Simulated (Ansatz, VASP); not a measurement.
## One calculation of Al6N, two programs

File INCAR:

```
SYSTEM = Al6N
PREC = Accurate
ENCUT = 520
EDIFF = 1E-6
ISMEAR = 0
SIGMA = 0.1
LREAL = .FALSE.
LASPH = .TRUE.
NELM = 60
ALGO = Normal
ISIF = 2
LWAVE = .FALSE.
LCHARG = .TRUE.
LDIPOL = .TRUE.
IDIPOL = 3
DIPOL = 0.5 0.5 0.297
GGA = PE
LELF = .TRUE.
LVHAR = .TRUE.
LVACPOTAV = .TRUE.
NBANDS = 36
```

KPOINTS

```
Automatic mesh
0
G
  5 5 1
  0 0 0
```

POSCAR

```
Al6N
1.0
    5.7143028096      0.0000000000      0.0000000000
    0.0000000000      5.7143028096      0.0000000000
    0.0000000000      0.0000000000     22.1750227687
Al N
12 2
Direct
    0.2500000000      0.2500000000      0.1803831293
    0.2500000000      0.7500000000      0.1803831293
    0.7500000000      0.2500000000      0.1803831293
    0.7500000000      0.7500000000      0.1803831293
    0.0000000000      0.0000000000      0.2744094920
    0.0000000000      0.5000000000      0.2744094920
    0.5000000000      0.0000000000      0.2744094920
    0.5000000000      0.5000000000      0.2744094920
    0.2500000000      0.2500000000      0.3686590473
    0.2500000000      0.7500000000      0.3686590473
    0.7500000000      0.2500000000      0.3686590473
    0.7500000000      0.7500000000      0.3686590473
    0.3385629830      0.5000000000      0.4335969739
    0.6614370170      0.5000000000      0.4335969739
```

Input for Ansatz:

```yaml
crystal:
  lattice:
    - [5.7143028096, 0.0, 0.0]
    - [0.0, 5.7143028096, 0.0]
    - [0.0, 0.0, 22.1750227687]
  atoms:
    - { symbol: Al, position: [0.25, 0.25, 0.1803831293] }
    - { symbol: Al, position: [0.25, 0.75, 0.1803831293] }
    - { symbol: Al, position: [0.75, 0.25, 0.1803831293] }
    - { symbol: Al, position: [0.75, 0.75, 0.1803831293] }
    - { symbol: Al, position: [0.0, 0.0, 0.274409492] }
    - { symbol: Al, position: [0.0, 0.5, 0.274409492] }
    - { symbol: Al, position: [0.5, 0.0, 0.274409492] }
    - { symbol: Al, position: [0.5, 0.5, 0.274409492] }
    - { symbol: Al, position: [0.25, 0.25, 0.3686590473] }
    - { symbol: Al, position: [0.25, 0.75, 0.3686590473] }
    - { symbol: Al, position: [0.75, 0.25, 0.3686590473] }
    - { symbol: Al, position: [0.75, 0.75, 0.3686590473] }
    - { symbol: "N", position: [0.338562983, 0.5, 0.4335969739] }
    - { symbol: "N", position: [0.661437017, 0.5, 0.4335969739] }
basis:
  ecutwfc: 420
kpoints:
  mp_grid: { grid: [5, 5, 1] }
hamiltonian:
  xc: pbe
scf:
  occupations: { method: gaussian, width: 0.1 }
output:
  forces: true
  eigenvalues: true
  write_density: true
  write_potential: true
  elf: true
  volumetric_format: npy
efield:
  axis: 3
  dipole_correction: true
  ramp_width: 0.04
```

Alike in both runs: task single point; functional PBE; k mesh 5 × 5 × 1; occupations gaussian, width 0.1 eV; no spin polarisation.

|  | VASP | Ansatz |
| --- | --- | --- |
| version | VASP 6.6.1 | Ansatz 0.2.0 |
| potentials or method | VASP PAW PBE potentials, release 64 (Al, N), cutoff 520 eV | scalar-relativistic, plane waves, PAW |
| valence electrons in the cell | 46 | 46 |

Ansatz gave:

```
gap on the k mesh at the Fermi level (eV)  : none
rms of the force components (eV/Å)         : 0.790
work function, face that differs most (eV) : 6.23
```

Task: Which values does VASP return?

Result: gap on the k mesh at the Fermi level (eV): none; rms of the force components (eV/Å): 0.788; work function, face that differs most (eV): 6.23.

Atom by atom the forces differ by 0.003 eV/Å (rms over components). A gap of «none» marks a metal or a gap that the smearing closes. With one functional, cell and mesh, what is left measures potentials, basis and numerics. Ansatz's warnings: xc potential rough in thin density.
